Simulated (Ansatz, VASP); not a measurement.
# KF: VASP beside Ansatz

The input POSCAR:

```
KF
1.0
    0.0000000000      2.6382641300      2.6382641300
    2.6382641300      0.0000000000      2.6382641300
    2.6382641300      2.6382641300      0.0000000000
K F
1 1
Direct
    0.0000000000      0.0000000000      0.0000000000
    0.5000000000      0.5000000000      0.5000000000
```

File INCAR.step1:

```
SYSTEM = KF
ALGO = Normal ; EDIFF = 1E-4
ENCUT = 520 ; GGA = PE
ISMEAR = -1 ; LASPH = .TRUE.
LCHARG = .FALSE. ; LREAL = .FALSE.
LWAVE = .TRUE. ; NBANDS = 15
NELM = 60 ; PREC = Accurate
SIGMA = 0.1
```

Contents of INCAR.step2:

```
SYSTEM = KF
ALGO = Normal ; EDIFF = 1E-6
ENCUT = 520 ; ISIF = 2
ISMEAR = -1 ; ISTART = 1
LASPH = .TRUE. ; LCHARG = .TRUE.
LELF = .TRUE. ; LMIXTAU = .TRUE.
LREAL = .FALSE. ; LVHAR = .TRUE.
LWAVE = .FALSE. ; METAGGA = R2SCAN
NBANDS = 15 ; NELM = 60
PREC = Accurate ; SIGMA = 0.1
```

File KPOINTS:

```
k-points
0
G
  8 8 8
  0 0 0
```

Input for Ansatz:

```yaml
crystal:
  lattice:
    - [0.0, 2.63826413, 2.63826413]
    - [2.63826413, 0.0, 2.63826413]
    - [2.63826413, 2.63826413, 0.0]
  atoms:
    - { symbol: K, position: [0.0, 0.0, 0.0] }
    - { symbol: F, position: [0.5, 0.5, 0.5] }
  symmetry: { tolerance: 0.0003 }
kpoints:
  mp_grid: { grid: [8, 8, 8], shift: [0, 0, 0] }
  band_path:
    path:
      - [0.0, 0.0, 0.0]
      - [0.5, 0.0, 0.5]
      - [0.625, 0.25, 0.625]
      - [0.375, 0.375, 0.75]
      - [0.0, 0.0, 0.0]
      - [0.5, 0.5, 0.5]
      - [0.5, 0.25, 0.75]
      - [0.5, 0.0, 0.5]
    npoints: 8
magnetization:
  spin_polarized: false
scf:
  occupations: { method: fermi_dirac }
  lower_state_search: "off"
  max_iter: 200
hamiltonian:
  pseudopotentials: { kind: paw }
  xc: r2scan
basis:
  ecutwfc: 500
  fft_grid_basis: typed
output:
  forces: true
  stress: true
  eigenvalues: true
  bader: true
  populations: true
  elf: true
  write_potential: true
  volumetric_format: npy
  dos:
    e_range: [-12, 8]
    de: 0.05
    projected: { site_lists: { F: [F], K: [K] } }
checkpoint:
  read: saved_state
```

Alike in both runs: task single point; functional r2SCAN; k mesh 8 × 8 × 8; no spin polarisation.

|  | VASP | Ansatz |
| --- | --- | --- |
| version | VASP 6.6.1 | Ansatz 0.2.0 |
| potentials or method | VASP PAW PBE potentials, release 64 (K_sv, F), cutoff 520 eV | PAW plane waves |
| occupations | fermi-dirac, width 0.1 eV | fermi-dirac |
| valence electrons in the cell | 16 | 16 |

```tsv
	VASP	Ansatz	Ansatz less VASP
gap on the k mesh at the Fermi level (eV)	7.04	7.04	+0.001
pressure (GPa)	0.9	0.9	+0.02
```

VASP's potentials were made for PBE, not for r2SCAN.
